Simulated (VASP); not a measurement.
Set up this calculation in VASP 6.6.1, as the native input.

| Property | Result |
| --- | --- |
| Task | single point |
| Functional | LDA |
| Potentials or basis | VASP PAW LDA potentials, release 64 (Ta_pv, N) |
| Cutoff | 520 eV |
| k mesh | 18 × 18 × 10 |
| Occupations | gaussian, width 0.15 eV |
| Spin | no spin polarisation |
| Dipole correction | no |
| Further INCAR settings | ALGO = Normal; EDIFF = 1e-07; NBANDS = 20 |

The structure of Ta2N lies in POSCAR:

```
Ta2N
1.0
    3.0073721263      0.0000000000      0.0000000000
   -1.5036860632      2.6044606600      0.0000000000
    0.0000000000      0.0000000000      5.0944883819
Ta N
2 1
Direct
    0.6666666667      0.3333333333      0.7466885012
    0.3333333333      0.6666666667      0.2533114988
    0.0000000000      0.0000000000      0.0000000000
```

This cell differs from its parent crystal: volume 13.301 Å^3 an atom, c/a of the conventional cell 1.6940.

One way to write it, as run:

INCAR

```
SYSTEM = Ta2N
PREC = Accurate
ENCUT = 520
EDIFF = 1E-7
ISMEAR = 0
SIGMA = 0.15
LREAL = .False.
LASPH = .True.
NELM = 80
ALGO = Normal
ISIF = 2
LWAVE = .False.
LCHARG = .False.
NBANDS = 20
```

KPOINTS

```
Automatic mesh
0
Gamma
  18 18 10
  0 0 0
```

Potentials or basis: VASP PAW LDA potentials, release 64 (Ta_pv, N).

Run with:

```console
$ cat potpaw_LDA.64/Ta_pv/POTCAR potpaw_LDA.64/N/POTCAR > POTCAR
$ mpirun -np 1 vasp_std > vasp.out
```

It gave:

```json
{"Pressure": "-5.9 GPa", "Largest force": "0.429 eV/Å"}
```

Wall time 6.5 min on 1 thread of AMD EPYC 7R13, with other jobs on the host, peak memory 0.3 GiB.
